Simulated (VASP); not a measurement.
# Si2Mo (MoSi2 type) (I4/mmm) in VASP: further runs, part 3 of 3

VASP 6.6.1. The steps go on from the part before.

**4. Single point, PBE**

INCAR reads:

```
  PREC = Accurate
  ENCUT = 520
  EDIFF = 1E-7
  ISMEAR = -1
  SIGMA = 0.1
  LREAL = F
  LASPH = T
  NELM = 80
  ALGO = Normal
  ISIF = 2
  LWAVE = F
  LCHARG = F
  GGA = PE
  NBANDS = 18
```

KPOINTS reads:

```
Automatic mesh
0
Gamma
  15 15 15
```

POSCAR reads:

```
Si2Mo
1.0
   -1.6082476467      1.6082476467      3.9371167412
    1.6082476467     -1.6082476467      3.9371167412
    1.6082476467      1.6082476467     -3.9371167412
Mo Si
1 2
Direct
    0.0000000000      0.0000000000      0.0000000000
    0.3350603640      0.3350603640      0.0000000000
   -0.3350603640     -0.3350603640      0.0000000000
```

Potentials or basis: VASP PAW PBE potentials, release 64 (Mo_sv, Si).

Started as:

```sh
$ cat potpaw_PBE.64/Mo_sv/POTCAR potpaw_PBE.64/Si/POTCAR > POTCAR
$ mpirun -np 1 vasp_std > vasp.out
```

OUTCAR:

```text
PREC = Accurate
   ENCUT = 520
   EDIFF = 1E-7
   ISMEAR = -1
   LREAL = F
   LASPH = T
   NELM = 80
   ISIF = 2
   GGA = PE

 ion  position               nearest neighbor table
   1  0.000  0.000  0.000-   3 2.62   3 2.62   2 2.62   2 2.62   3 2.62   3 2.62   2 2.62   2 2.62
                             2 2.64   3 2.64
   2  0.335  0.335  0.000-   3 2.60   1 2.62   1 2.62   1 2.62   1 2.62   1 2.64   3 2.64   3 2.64
                             3 2.64   3 2.64
   3  0.665  0.665  0.000-   2 2.60   1 2.62   1 2.62   1 2.62   1 2.62   1 2.64   2 2.64   2 2.64
                             2 2.64   2 2.64

  LATTYP: Found a body centered tetragonal cell.
 ALAT       =     3.2164952934
 C/A-ratio  =     2.4480786583

  Lattice vectors:

 A1 = (  -1.6082476467,   1.6082476467,   3.9371167412)
 A2 = (   1.6082476467,  -1.6082476467,   3.9371167412)
 A3 = (   1.6082476467,   1.6082476467,  -3.9371167412)

Analysis of symmetry for initial positions (statically):
=====================================================================
 Subroutine PRICEL returns:
 Original cell was already a primitive cell.

 Routine SETGRP: Setting up the symmetry group for a
 body centered tetragonal supercell.

 Subroutine GETGRP returns: Found 16 space group operations
 (whereof 16 operations were pure point group operations)
 out of a pool of 16 trial point group operations.

The static configuration has the point symmetry D_4h.

Analysis of symmetry for dynamics (positions and initial velocities):
=====================================================================
 Subroutine PRICEL returns:
 Original cell was already a primitive cell.

 Routine SETGRP: Setting up the symmetry group for a
 body centered tetragonal supercell.

 Subroutine GETGRP returns: Found 16 space group operations
 (whereof 16 operations were pure point group operations)
 out of a pool of 16 trial point group operations.

The dynamic configuration has the point symmetry D_4h.

 Subroutine INISYM returns: Found 16 space group operations
 (whereof 16 operations are pure point group operations),
 and found     1 'primitive' translations

----------------------------------------------------------------------------------------

                                     Primitive cell

  volume of cell :      40.7328

  direct lattice vectors                    reciprocal lattice vectors
    -1.608247647  1.608247647  3.937116741     0.000000000  0.310897393  0.126996488
     1.608247647 -1.608247647  3.937116741     0.310897393  0.000000000  0.126996488
     1.608247647  1.608247647 -3.937116741     0.310897393  0.310897393  0.000000000

  length of vectors
     4.546846074  4.546846074  4.546846074     0.335835223  0.335835223  0.439675309

  position of ions in fractional coordinates (direct lattice)
     0.000000000  0.000000000  0.000000000
     0.335060364  0.335060364  0.000000000
     0.664939636  0.664939636  0.000000000

  ion indices of the primitive-cell ions
   primitive index   ion index
                 1           1
                 2           2
                 3           3

----------------------------------------------------------------------------------------

 KPOINTS: Automatic mesh

Automatic generation of k-mesh.
 Grid dimensions read from file:
 generate k-points for:   15   15   15

 Generating k-lattice:

  Cartesian coordinates                     Fractional coordinates (reciprocal lattice)
     0.000000000  0.020726493  0.008466433     0.066666667  0.000000000 -0.000000000
     0.020726493  0.000000000  0.008466433     0.000000000  0.066666667 -0.000000000
     0.020726493  0.020726493  0.000000000     0.000000000  0.000000000  0.066666667

  Length of vectors
     0.022389015  0.022389015  0.029311687

  Shift w.r.t. Gamma in fractional coordinates (k-lattice)
     0.000000000  0.000000000  0.000000000

 Subroutine IBZKPT returns following result:
 ===========================================

 Found    288 irreducible k-points:

 Following reciprocal coordinates:
            Coordinates               Weight
  0.000000  0.000000  0.000000      1.000000
  0.066667  0.000000 -0.000000      8.000000
  0.133333  0.000000 -0.000000      8.000000
  0.200000  0.000000 -0.000000      8.000000
  0.266667  0.000000 -0.000000      8.000000
  0.333333  0.000000 -0.000000      8.000000
[... 16 lines left out ...]
  0.133333  0.133333  0.000000      8.000000
  0.200000  0.133333  0.000000     16.000000
 [... further k-points ...]
   k-points           NKPTS =    288   k-points in BZ     NKDIM =    288   number of bands    NBANDS=     18
   number of dos      NEDOS =    301   number of ions     NIONS =      3
   total plane-waves  NPLWV =  46656
   dimension x,y,z NGX =    36 NGY =   36 NGZ =   36
   dimension x,y,z NGXF=    72 NGYF=   72 NGZF=   72
   ions per type =               1   2
   NGX,Y,Z   is equivalent  to a cutoff of  13.16, 13.16, 13.16 a.u.
   NGXF,Y,Z  is equivalent  to a cutoff of  26.33, 26.33, 26.33 a.u.
 SYSTEM =  unknown system
   PREC   = accura    normal or accurate (medium, high low for compatibility)
   ISTART =      0    job   : 0-new  1-cont  2-samecut
   ICHARG =      2    charge: 1-file 2-atom 10-const
   ISPIN  =      1    spin polarized calculation?
   LNONCOLLINEAR =      F non collinear calculations
   LSORBIT =      F    spin-orbit coupling
   LASPH  =      T    aspherical Exc in radial PAW
   ENCUT  =  520.0 eV  38.22 Ry    6.18 a.u.   8.45  8.45  8.45*2*pi/ulx,y,z
   NELM   =     80;   NELMIN=  2; NELMDL= -5     # of ELM steps
   EDIFF  = 0.1E-06   stopping-criterion for ELM
   LREAL  =      F    real-space projection
   EDIFFG = 0.1E-05   stopping-criterion for IOM
   NSW    =      0    number of steps for IOM
   IBRION =     -1    ionic relax: 0-MD 1-quasi-New 2-CG
   NFREE  =      0    steps in history (QN), initial steepest desc. (CG)
   ISIF   =      2    stress and relaxation
   ISYM   =      2    0-nonsym 1-usesym 2-fastsym
   POTIM  = 0.5000    time-step for ionic-motion
   TEBEG  =    0.0;   TEEND  =   0.0 temperature during run
   PSTRESS=    0.0 pullay stress
   NELECT =      22.0000    total number of electrons
   NUPDOWN=      -1.0000    fix difference up-down
   EMIN   =  10.00;   EMAX   =-10.00  energy-range for DOS
   EFERMI =   0.00;   METHOD = LEGACY
   ISMEAR =    -1;   SIGMA  =   0.10  broadening in eV -4-tet -1-fermi 0-gaus
   EFERMI_NEDOS =   21; number of points for ismear=-14 and -15
   IALGO  =     38    algorithm
   IMIX   =      4    mixing-type and parameters
     AMIX     =   0.40;   BMIX     =  1.00
     AMIX_MAG =   1.60;   BMIX_MAG =  1.00
  volume/ion in A,a.u.               =      13.58        91.63
  Fermi-wavevector in a.u.,A,eV,Ry     =   1.333218  2.519416 24.183933  1.777469
  Thomas-Fermi vector in A             =   2.462093
   LORBIT       =      0    0 simple, 1 ext, 2 COOP (PROOUT), +10 PAW based schemes
   GGA     = PE    functional components
   LHFCALC =     F    Hartree Fock is set to
   AEXX    =    0.0000 exact exchange contribution
   IVDW    =     0    specifies the selected vdW correction
   LEPSILON=     F    determine dielectric tensor
   LRPA    =     F    only Hartree local field effects (RPA)
 non-spin polarized calculation
  energy-cutoff  :      520.00
  volume of cell :       40.73
 maximum number of plane-waves:      1134
 NGX is ok and might be reduce to    36
   NGX = 17   NGY = 17   NGZ = 17

 number of electron      22.0000000 magnetization

 Free energy of the ion-electron system (eV)
  ---------------------------------------------------
  ext. energy  EPLUGINS =         0.00000000
  ---------------------------------------------------
  free energy    TOTEN  =       -23.26593122 eV

  energy without entropy =      -23.25566163  energy(sigma->0) =      -23.26079642

 E-fermi :  12.0681     XC(G=0): -12.3695

 val. band max:       12.0525177517   @ k =  -0.4667   0.4667   0.3333
 cond. band min:      12.0704831841   @ k =  -0.4000  -0.4667   0.4000
 fundamental gap:      0.0179654325
 Fermi energy:        12.0681040513

 k-point     1 :       0.0000    0.0000    0.0000
  band No.  band energies     occupation
      1     -48.6627      2.00000
      2     -22.8047      2.00000
      3     -22.7367      2.00000
      4     -22.7367      2.00000
      5      -1.2493      2.00000
      6       5.7662      2.00000
[... 10 lines left out ...]
     17      17.1204      0.00000
     18      17.1204      0.00000
[... 463 lines left out ...]
 k-point    24 :       0.2000    0.1333    0.0000
  band No.  band energies     occupation
      1     -48.6539      2.00000
      2     -22.8175      2.00000
      3     -22.7966      2.00000
      4     -22.7685      2.00000
      5      -0.1237      2.00000
      6       5.1611      2.00000
[... 10 lines left out ...]
     17      18.7007      0.00000
     18      20.1262      0.00000

 [... further k-points ...]
[... 5 lines left out ...]
  --------------------------------------------------------------------------------------
  -------------------------------------------------------------------------------------
  Total        0.0522591      0.0522591      0.0439029      0.0000000      0.0000000      0.0000000
  in kB        2.0555509      2.0555509      1.7268699      0.0000000      0.0000000      0.0000000
  external PRESSURE =       1.9459905 kB  Pullay stress =       0.0000000 kB

 VOLUME and BASIS-vectors are now :
 -----------------------------------------------------------------------------
  energy-cutoff  :      520.00
  volume of cell :       40.73
      direct lattice vectors                 reciprocal lattice vectors
    -1.608247647  1.608247647  3.937116741     0.000000000  0.310897393  0.126996488
     1.608247647 -1.608247647  3.937116741     0.310897393  0.000000000  0.126996488
     1.608247647  1.608247647 -3.937116741     0.310897393  0.310897393  0.000000000

 POSITION                                       TOTAL-FORCE (eV/Angst)
 -----------------------------------------------------------------------------------
      0.00000      0.00000      0.00000         0.000000      0.000000      0.000000
      0.00000      0.00000      2.63834         0.000000      0.000000     -0.003662
      0.00000      0.00000      5.23589        -0.000000     -0.000000      0.003662
 -----------------------------------------------------------------------------------
    total drift:                               -0.000000      0.000000     -0.000000

  FREE ENERGIE OF THE ION-ELECTRON SYSTEM (eV)
  ---------------------------------------------------
  free  energy   TOTEN  =       -23.2659312222 eV

  energy  without entropy=      -23.2556616265  energy(sigma->0) =      -23.26079642
```

It took 13 min on 1 thread of Intel Xeon 8259CL, shared host; peak memory 0.35 GiB.

What came out:

```yaml
Free_energy: -23.2659 eV
Pressure: 0.2 GPa
Largest_force: 0.004 eV/Å
Band_gap_on_the_k_mesh: zero (bands 11 and 12 overlap by 0.89 eV)
```

Forces in eV/Å, atoms in the order of the input:
```
Mo   0.000  0.000  0.000
Si   0.000  0.000 -0.004
Si   0.000  0.000  0.004
```

The gap in the log of VASP goes by the Fermi energy; the results here count the filled bands.